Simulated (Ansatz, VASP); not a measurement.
SiS3: VASP beside Ansatz

```
CELL_PARAMETERS angstrom
5.73584 0.00000 0.00000
-2.86792 4.96739 0.00000
0.00000 0.00000 5.08309
ATOMIC_POSITIONS crystal
Si 0.33333 0.66667 0.25000
Si 0.66667 0.33333 0.75000
S 0.80066 0.60133 0.25000
S 0.19934 0.80066 0.75000
S 0.39867 0.19934 0.25000
S 0.19934 0.39867 0.75000
S 0.80066 0.19934 0.25000
S 0.60133 0.80066 0.75000
```

Alike in both runs: task relaxation of cell and atoms; functional r2SCAN; k mesh 6 × 6 × 4; occupations gaussian, width 0.1 eV; no spin polarisation.

```csv
,VASP,Ansatz
version,VASP 6.6.1,Ansatz 0.2.0
potentials or method,"VASP PAW PBE potentials, release 64 (Si, S), cutoff 600 eV","scalar-relativistic, plane waves, PAW"
valence electrons in the cell,44,44
```

|  | VASP | Ansatz | Ansatz less VASP |
| --- | --- | --- | --- |
| gap on the k mesh at the Fermi level, each at its own relaxed structure (eV) | none | none | - |
| relaxed volume (Å³/atom) | 19.10 | 19.15 | +0.049 |
| relaxed cell length with the largest relative difference (Å) | 6.051 | 6.058 | +0.0077 |

VASP's potentials were made for PBE, not for r2SCAN. A gap of «none» marks a metal or a gap that the smearing closes.
